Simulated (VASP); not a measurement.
Here is a VASP 6.6.1 calculation.

INCAR

```
SYSTEM = GaAs
ALGO = Normal
EDIFF = 1E-6
ENCUT = 520
GGA = PS
GGA_COMPAT = .False.
ISIF = 2
ISMEAR = -1
LASPH = .True.
LCHARG = .True.
LNONCOLLINEAR = .True.
LORBIT = 11
LORBMOM = .True.
LREAL = .False.
LSORBIT = .True.
LVHAR = .True.
LWAVE = .False.
MAGMOM = 0 0 0 0 0 0
NBANDS = 30
NELM = 150
PREC = Accurate
SIGMA = 0.01
```

Contents of KPOINTS:

```
k-points
0
Gamma
  8 8 8
  0 0 0
```

File POSCAR:

```
GaAs
1.0
    2.8581826246      2.8581826246      0.0000000000
   -2.8581826246      2.8581826246      0.0000000000
    0.0000000000      2.8581826246      2.8581826246
Ga As
1 1
Direct
    0.0000000000      0.0000000000      0.0000000000
    0.7500000000      0.2500000000      0.5000000000
```

Potentials or basis: VASP PAW PBE potentials, release 64 (Ga_d, As).

The run is started by

```bash
$ cat potpaw_PBE.64/Ga_d/POTCAR potpaw_PBE.64/As/POTCAR > POTCAR
$ mpirun -np 1 vasp_ncl > vasp.out
```

**Question.** What does it give for the net moment?

**Answer.** 0.00 μB per cell.

**Question.** Predict the pressure.

**Answer.** -1.9 GPa.

Moments on the atoms (μB; x, y, z):
```
Ga  0.00 0.00 0.00
As  0.00 0.00 0.00
```

Caveat: the PAW data sets were made with another functional, which shifts forces and pressure a little.
